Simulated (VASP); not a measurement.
# AlN: single point with HSE06

AlN:

```
Al N
1.0
     0.00000    2.17308    2.17308
     2.17308    0.00000    2.17308
     2.17308    2.17308    0.00000
Al N
1 1
Cartesian
  0.0000 0.0000 0.0000
  1.0865 1.0865 1.0865
```

This cell differs from its parent crystal: strain -0.5%.

* Program: VASP 6.6.1
* Task: single point
* Functional: HSE06
* Potentials or basis: VASP PAW PBE potentials, release 64 (Al, N)
* Cutoff: 520 eV
* k mesh: 8 × 8 × 8
* Occupations: gaussian, width 0.01 eV
* Spin: no spin polarisation

```yaml
Pressure: 2.7 GPa
Band_gap_on_the_k_mesh: 4.57 eV, indirect (least direct gap 5.70 eV)
```

Levels at points of the mesh, in eV from the valence-band top:
| k point | band 1 | band 2 | band 3 | band 4 | band 5 | band 6 | band 7 | band 8 |
| --- | --- | --- | --- | --- | --- | --- | --- | --- |
| (0.00, 0.00, 0.00) | -16.57 | 0.00 | 0.00 | 0.00 | 5.70 | 14.40 | 14.40 | 14.40 |
| (0.50, 0.00, 0.00) | -14.34 | -6.42 | -0.54 | -0.54 | 9.02 | 11.75 | 12.86 | 12.86 |
| (0.50, 0.50, 0.00) | -13.64 | -5.38 | -1.97 | -1.97 | 4.57 | 10.18 | 16.32 | 18.02 |

It took 10 min on 1 thread of Intel(R) Xeon(R) 6975P-C (Granite Rapids) (shared host), peak memory 0.25 GiB.

Caveat: the cell differs from its parent crystal (strain -0.5%); the PAW data sets were made with another functional, which shifts forces and pressure a little. A k mesh can miss the band edges.
